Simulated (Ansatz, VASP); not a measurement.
Pd: VASP beside Ansatz

INCAR

```
PREC = Accurate
ENCUT = 520
EDIFF = 1E-6
ISMEAR = -1
SIGMA = 0.05
LREAL = F
LASPH = T
NELM = 150
ALGO = Normal
ISIF = 2
LWAVE = F
LCHARG = T
LNONCOLLINEAR = T
MAGMOM = 0 0 0
LORBIT = 11
LSORBIT = T
GGA_COMPAT = F
LORBMOM = T
LMAXMIX = 4
GGA = CA
LVHAR = T
NBANDS = 21
```

Contents of KPOINTS:

```
regular mesh
0
Gamma
  9 9 9
```

POSCAR

```
Pd
1.0
    0.0000000000      1.9465000000      1.9465000000
    1.9465000000      0.0000000000      1.9465000000
    1.9465000000      1.9465000000      0.0000000000
Pd
1
Direct
    0.0000000000      0.0000000000      0.0000000000
```

File input.yaml:

```yaml
crystal:
  lattice:
    - [0.0, 1.9465, 1.9465]
    - [1.9465, 0.0, 1.9465]
    - [1.9465, 1.9465, 0.0]
  atoms:
    - { symbol: Pd, position: [0.0, 0.0, 0.0] }
hamiltonian:
  xc: lda
  pseudopotentials: { kind: paw_fr }
magnetization:
  noncollinear: true
  spin_orbit: true
kpoints:
  mp_grid: { grid: [9, 9, 9] }
  band_path:
    path:
      - [[0.0, 0.0, 0.0], [0.5, 0.0, 0.5], [0.5, 0.25, 0.75], [0.375, 0.375, 0.75], [0.0, 0.0, 0.0], [0.5, 0.5, 0.5], [0.625, 0.25, 0.625], [0.5, 0.25, 0.75], [0.5, 0.5, 0.5], [0.375, 0.375, 0.75]]
      - [[0.625, 0.25, 0.625], [0.5, 0.0, 0.5]]
    npoints: 14
scf:
  occupations: { method: fermi_dirac, width: 0.05 }
  n_extra_bands: 6
output:
  forces: true
  stress: true
  eigenvalues: true
  fatbands: false
```

Alike in both runs: functional LDA; k mesh 9 × 9 × 9; occupations fermi-dirac, width 0.05 eV; non-collinear spin, spin-orbit coupling.

|  | VASP | Ansatz |
| --- | --- | --- |
| version | VASP 6.6.1 | Ansatz 0.2.0 |
| potentials or method | VASP PAW LDA potentials, release 64 (Pd) | Ansatz PAW |
| plane-wave cutoff (eV) | 520 | 420 |
| valence electrons in the cell | 10 | 18 |
| task | single point | band structure |

VASP gave:

| Quantity | Value |
| --- | --- |
| pressure (GPa) | -8.4 |
| net moment per atom (μB) | 0.00 |

Problem. Which values does Ansatz return?

Solution. Pressure (GPa): -8.6; net moment per atom (μB): 0.00.

LDA's correlation is that of Perdew and Zunger in VASP and of Perdew and Wang (1992) in Ansatz. VASP's potentials hold 10 valence electrons a cell and Ansatz's 18, so a difference there can come from the potentials and not from the codes.
